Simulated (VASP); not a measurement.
# Fe (Fmmm) in VASP: single point with PBEsol

Aim: the single point of Fe with PBEsol.

Program: VASP 6.6.1. These are calculated values, not measurements. Logs are shortened: lines on timing, memory, paths and dates and some standing lists are left out, and cuts for length are marked.

### Step 1. The cell of the first run

It takes space group Fmmm (No. 69, orthorhombic). Conventional cell: a = 2.997 Å, b = 3.883 Å, c = 3.930 Å, α = 90.00°, β = 90.00°, γ = 90.00°. Within 3.2 Å of Fe (site symmetry mmm) lie 14 Fe at 2.45 to 3.00 Å.

### Step 2. Single point, PBEsol, collinear spin, ferromagnetic start

Contents of INCAR:

```
ALGO = Normal ; EDIFF = 1E-6
ENCUT = 600 ; GGA = PS
GGA_COMPAT = False ; ISIF = 2
ISMEAR = 0 ; ISPIN = 2
LASPH = True ; LCHARG = False
LMAXMIX = 4 ; LORBIT = 11
LREAL = False ; LWAVE = False
MAGMOM = 2.52 ; NBANDS = 14
NELM = 200 ; PREC = Accurate
SIGMA = 0.15
```

Contents of KPOINTS:

```
k-points
0
Gamma
  24 24 24
```

Contents of POSCAR:

```
Fe
1.0
    0.0000000000      1.9417396906      1.9651051623
    1.4984397099      0.0000000000      1.9651051623
    1.4984397099      1.9417396906      0.0000000000
Fe
1
Direct
    0.0000000000      0.0000000000      0.0000000000
```

Potentials or basis: VASP PAW PBE potentials, release 64 (Fe).

The run is started by

```bash
$ cat potpaw_PBE.64/Fe/POTCAR > POTCAR
$ mpirun -np 1 vasp_std > vasp.out
```

OUTCAR:

```text
EDIFF = 1E-6
   ENCUT = 600
   GGA = PS
   ISIF = 2
   ISMEAR = 0
   ISPIN = 2
   LASPH = True
   LORBIT = 11
   LREAL = False
   NELM = 200
   PREC = Accurate

 ion  position               nearest neighbor table
   1  0.000  0.000  0.000-

  LATTYP: Found a face centered orthorhombic cell.
 ALAT       =     2.9968794198
 B/A-ratio  =     1.2958410524
 C/A-ratio  =     1.3114342535

  Lattice vectors:

 A1 = (   0.0000000000,   1.9417396906,   1.9651051623)
 A2 = (   1.4984397099,   0.0000000000,   1.9651051623)
 A3 = (   1.4984397099,   1.9417396906,   0.0000000000)

Analysis of symmetry for initial positions (statically):
=====================================================================
 Subroutine PRICEL returns:
 Original cell was already a primitive cell.

 Routine SETGRP: Setting up the symmetry group for a
 face centered orthorhombic supercell.

 Subroutine GETGRP returns: Found  8 space group operations
 (whereof  8 operations were pure point group operations)
 out of a pool of  8 trial point group operations.

The static configuration has the point symmetry D_2h.

Analysis of symmetry for dynamics (positions and initial velocities):
=====================================================================
 Subroutine PRICEL returns:
 Original cell was already a primitive cell.

 Routine SETGRP: Setting up the symmetry group for a
 face centered orthorhombic supercell.

 Subroutine GETGRP returns: Found  8 space group operations
 (whereof  8 operations were pure point group operations)
 out of a pool of  8 trial point group operations.

The dynamic configuration has the point symmetry D_2h.

Analysis of structural, dynamic, and magnetic symmetry:
=====================================================================
 Subroutine PRICEL returns:
 Original cell was already a primitive cell.

 Routine SETGRP: Setting up the symmetry group for a
 face centered orthorhombic supercell.

 Subroutine GETGRP returns: Found  8 space group operations
 (whereof  8 operations were pure point group operations)
 out of a pool of  8 trial point group operations.

The overall configuration has the point symmetry D_2h.

 Subroutine INISYM returns: Found  8 space group operations
 (whereof  8 operations are pure point group operations),
 and found     1 'primitive' translations

----------------------------------------------------------------------------------------

                                     Primitive cell

  volume of cell :      11.4353

  direct lattice vectors                    reciprocal lattice vectors
     0.000000000  1.941739691  1.965105162    -0.333680426  0.257501045  0.254439309
     1.498439710  0.000000000  1.965105162     0.333680426 -0.257501045  0.254439309
     1.498439710  1.941739691  0.000000000     0.333680426  0.257501045 -0.254439309

  length of vectors
     2.762605894  2.471226388  2.452687218     0.492329947  0.492329947  0.492329947

  position of ions in fractional coordinates (direct lattice)
     0.000000000  0.000000000  0.000000000

  ion indices of the primitive-cell ions
   primitive index   ion index
                 1           1

----------------------------------------------------------------------------------------

 KPOINTS: k-points

Automatic generation of k-mesh.
 Grid dimensions read from file:
 generate k-points for:   24   24   24

 Generating k-lattice:

  Cartesian coordinates                     Fractional coordinates (reciprocal lattice)
    -0.013903351  0.010729210  0.010601638     0.041666667  0.000000000  0.000000000
     0.013903351 -0.010729210  0.010601638     0.000000000  0.041666667  0.000000000
     0.013903351  0.010729210 -0.010601638    -0.000000000 -0.000000000  0.041666667

  Length of vectors
     0.020513748  0.020513748  0.020513748

  Shift w.r.t. Gamma in fractional coordinates (k-lattice)
     0.000000000  0.000000000  0.000000000

 Subroutine IBZKPT returns following result:
 ===========================================

 Found   1963 irreducible k-points:

 Following reciprocal coordinates:
            Coordinates               Weight
  0.000000  0.000000  0.000000      1.000000
  0.041667  0.000000 -0.000000      8.000000
  0.083333 -0.000000 -0.000000      8.000000
  0.125000 -0.000000 -0.000000      8.000000
  0.166667 -0.000000 -0.000000      8.000000
  0.208333 -0.000000 -0.000000      8.000000
[... 16 lines left out ...]
  0.416667  0.041667 -0.000000      8.000000
  0.458333  0.041667  0.000000      8.000000
 [... further k-points ...]
   k-points           NKPTS =   1963   k-points in BZ     NKDIM =   1963   number of bands    NBANDS=     14
   number of dos      NEDOS =    301   number of ions     NIONS =      1
   total plane-waves  NPLWV =   9600
   dimension x,y,z NGX =    24 NGY =   20 NGZ =   20
   dimension x,y,z NGXF=    48 NGYF=   40 NGZF=   40
   ions per type =               1
   NGX,Y,Z   is equivalent  to a cutoff of  14.44, 13.45, 13.56 a.u.
   NGXF,Y,Z  is equivalent  to a cutoff of  28.89, 26.91, 27.11 a.u.
 SYSTEM =  unknown system
   PREC   = accura    normal or accurate (medium, high low for compatibility)
   ISTART =      0    job   : 0-new  1-cont  2-samecut
   ICHARG =      2    charge: 1-file 2-atom 10-const
   ISPIN  =      2    spin polarized calculation?
   LNONCOLLINEAR =      F non collinear calculations
   LSORBIT =      F    spin-orbit coupling
   LASPH  =      T    aspherical Exc in radial PAW
   ENCUT  =  600.0 eV  44.10 Ry    6.64 a.u.   5.52  4.94  4.90*2*pi/ulx,y,z
   NELM   =    200;   NELMIN=  2; NELMDL= -5     # of ELM steps
   EDIFF  = 0.1E-05   stopping-criterion for ELM
   LREAL  =      F    real-space projection
   EDIFFG = 0.1E-04   stopping-criterion for IOM
   NSW    =      0    number of steps for IOM
   IBRION =     -1    ionic relax: 0-MD 1-quasi-New 2-CG
   NFREE  =      0    steps in history (QN), initial steepest desc. (CG)
   ISIF   =      2    stress and relaxation
   ISYM   =      2    0-nonsym 1-usesym 2-fastsym
   POTIM  = 0.5000    time-step for ionic-motion
   TEBEG  =    0.0;   TEEND  =   0.0 temperature during run
   PSTRESS=    0.0 pullay stress
   NELECT =       8.0000    total number of electrons
   NUPDOWN=      -1.0000    fix difference up-down
   EMIN   =  10.00;   EMAX   =-10.00  energy-range for DOS
   EFERMI =   0.00;   METHOD = LEGACY
   ISMEAR =     0;   SIGMA  =   0.15  broadening in eV -4-tet -1-fermi 0-gaus
   EFERMI_NEDOS =   21; number of points for ismear=-14 and -15
   IALGO  =     38    algorithm
   IMIX   =      4    mixing-type and parameters
     AMIX     =   0.40;   BMIX     =  1.00
     AMIX_MAG =   1.60;   BMIX_MAG =  1.00
  volume/ion in A,a.u.               =      11.44        77.17
  Fermi-wavevector in a.u.,A,eV,Ry     =   1.453303  2.746344 28.736719  2.112089
  Thomas-Fermi vector in A             =   2.570585
   LORBIT       =     11    0 simple, 1 ext, 2 COOP (PROOUT), +10 PAW based schemes
   GGA     = PS    functional components
   LHFCALC =     F    Hartree Fock is set to
   AEXX    =    0.0000 exact exchange contribution
   IVDW    =     0    specifies the selected vdW correction
   LEPSILON=     F    determine dielectric tensor
   LRPA    =     F    only Hartree local field effects (RPA)
 spin polarized calculation
 Gauss-broadening in eV      SIGMA  =   0.15
  energy-cutoff  :      600.00
  volume of cell :       11.44
 maximum number of plane-waves:       397
 NGX is ok and might be reduce to    24
   NGX = 11   NGY =  9   NGZ =  9

 number of electron       7.9999998 magnetization       2.2203350

 Free energy of the ion-electron system (eV)
  ---------------------------------------------------
  ext. energy  EPLUGINS =         0.00000000
  ---------------------------------------------------
  free energy    TOTEN  =        -8.88446447 eV

  energy without entropy =       -8.87277661  energy(sigma->0) =       -8.87862054

 E-fermi :   5.6148     XC(G=0): -13.2390

 val. band max:        5.6147570470   @ k =  -0.2917   0.2917   0.2083
 cond. band min:       5.6150626024   @ k =  -0.2083   0.2500   0.3750
 fundamental gap:      0.0003055553
 Fermi energy:         5.6147903529

 spin component 1

 k-point     1 :       0.0000    0.0000    0.0000
  band No.  band energies     occupation
      1      -2.8847      1.00000
      2       3.1448      1.00000
      3       3.2382      1.00000
      4       3.5748      1.00000
      5       4.3106      1.00000
      6       4.7052      1.00000
      7      29.3839      0.00000
      8      30.8609      0.00000
      9      31.1217      0.00000
     10      35.0574      0.00000
     11      36.1198      0.00000
     12      36.3718      0.00000
     13      36.8726      0.00000
     14      36.9603      0.00000
[... 375 lines left out ...]
 k-point    24 :       0.4583    0.0417    0.0000
  band No.  band energies     occupation
      1       0.7172      1.00000
      2       2.4479      1.00000
      3       4.1624      1.00000
      4       4.7645      1.00000
      5       5.1679      0.99999
      6       6.1040      0.00000
      7      13.4459      0.00000
      8      24.2695      0.00000
      9      26.4915      0.00000
     10      29.9770      0.00000
     11      33.4085      0.00000
     12      37.2977      0.00000
     13      42.6361      0.00000
     14      46.7537      0.00000

 [... further k-points ...]

 Fermi energy:         5.6147903529

 spin component 2

 k-point     1 :       0.0000    0.0000    0.0000
  band No.  band energies     occupation
      1      -2.6200      1.00000
      2       5.0309      1.00000
      3       5.1717      0.99999
      4       5.6604      0.33347
      5       6.8574      0.00000
      6       7.4520      0.00000
      7      29.2707      0.00000
      8      30.8003      0.00000
      9      31.0920      0.00000
     10      35.4935      0.00000
     11      36.2739      0.00000
     12      37.3686      0.00000
     13      37.6068      0.00000
     14      37.6930      0.00000
[... 375 lines left out ...]
 k-point    24 :       0.4583    0.0417    0.0000
  band No.  band energies     occupation
      1       1.9240      1.00000
      2       4.2718      1.00000
      3       5.5863      0.60594
      4       6.7595      0.00000
      5       7.5427      0.00000
      6       8.1631      0.00000
      7      14.7304      0.00000
      8      24.4618      0.00000
      9      27.1077      0.00000
     10      30.5383      0.00000
     11      34.1308      0.00000
     12      37.6195      0.00000
     13      42.9059      0.00000
     14      47.5573      0.00000

 [... further k-points ...]

------------------------ aborting loop because EDIFF is reached ----------------------------------------

  FORCE on cell =-STRESS in cart. coord.  units (eV):
  Direction    XX          YY          ZZ          XY          YZ          ZX
  --------------------------------------------------------------------------------------
  -------------------------------------------------------------------------------------
  Total       -1.0861739     -0.4516131     -0.5800673      0.0000000      0.0000000      0.0000000
  in kB     -152.1822045    -63.2748356    -81.2723591      0.0000000      0.0000000      0.0000000
  external PRESSURE =     -98.9097997 kB  Pullay stress =       0.0000000 kB

 VOLUME and BASIS-vectors are now :
 -----------------------------------------------------------------------------
  energy-cutoff  :      600.00
  volume of cell :       11.44
      direct lattice vectors                 reciprocal lattice vectors
     0.000000000  1.941739691  1.965105162    -0.333680426  0.257501045  0.254439309
     1.498439710  0.000000000  1.965105162     0.333680426 -0.257501045  0.254439309
     1.498439710  1.941739691  0.000000000     0.333680426  0.257501045 -0.254439309

 POSITION                                       TOTAL-FORCE (eV/Angst)
 -----------------------------------------------------------------------------------
      0.00000      0.00000      0.00000        -0.000000     -0.000000      0.000000
 -----------------------------------------------------------------------------------
    total drift:                                0.000000      0.000000      0.000000

  FREE ENERGIE OF THE ION-ELECTRON SYSTEM (eV)
  ---------------------------------------------------
  free  energy   TOTEN  =        -8.8844644677 eV

  energy  without entropy=       -8.8727766089  energy(sigma->0) =       -8.87862054

 total charge

# of ion       s       p       d       tot
------------------------------------------
    1        0.488   0.539   6.233   7.260

 magnetization (x)

# of ion       s       p       d       tot
------------------------------------------
    1       -0.014  -0.049   2.272   2.210
```

It took 12 min on 1 thread of Intel Xeon 8259CL, shared host; peak memory 0.64 GiB.

Results:

```yaml
Free_energy: -8.8845 eV
Pressure: -9.9 GPa
Net_moment: 2.22 μB per cell
Site_moments: Fe +2.21 μB
Valence_electrons_inside_the_program's_atomic_spheres: Fe 7.26
```

Levels at points of the mesh, in eV from the Fermi level:
Spin up:
| k point | band 1 | band 2 | band 3 | band 4 | band 5 | band 6 | band 7 | band 8 | band 9 | band 10 |
| --- | --- | --- | --- | --- | --- | --- | --- | --- | --- | --- |
| (0.00, 0.00, 0.00) | -8.50 | -2.47 | -2.38 | -2.04 | -1.30 | -0.91 | 23.77 | 25.25 | 25.51 | 29.44 |
| (0.50, 0.00, 0.00) | -4.92 | -3.20 | -1.36 | -0.77 | 0.22 | 0.30 | 6.99 | 18.83 | 20.94 | 23.93 |
| (0.50, 0.50, 0.00) | -4.97 | -3.75 | -0.73 | -0.66 | 0.38 | 0.78 | 7.69 | 17.23 | 18.51 | 22.30 |
| (0.50, 0.00, 0.50) | -4.97 | -3.73 | -0.76 | -0.71 | 0.45 | 1.00 | 7.96 | 17.00 | 18.28 | 22.08 |
| (0.00, 0.50, 0.50) | -4.92 | -4.72 | -0.03 | 0.10 | 0.20 | 7.79 | 10.85 | 10.85 | 14.41 | 16.41 |
Spin down:
```tsv
k point	band 1	band 2	band 3	band 4	band 5	band 6	band 7	band 8
(0.00, 0.00, 0.00)	-8.23	-0.58	-0.44	0.05	1.24	1.84	23.66	25.19
(0.50, 0.00, 0.00)	-3.63	-1.38	0.43	1.14	1.89	2.58	8.41	18.94
(0.50, 0.50, 0.00)	-3.60	-2.09	1.01	1.89	2.03	2.63	9.11	17.47
(0.50, 0.00, 0.50)	-3.58	-2.03	1.24	1.83	1.96	2.66	9.37	17.23
(0.00, 0.50, 0.50)	-3.13	-2.94	2.29	2.31	2.38	8.14	11.22	11.23
```

Caveat: the PAW data sets were made with another functional, which shifts forces and pressure a little.
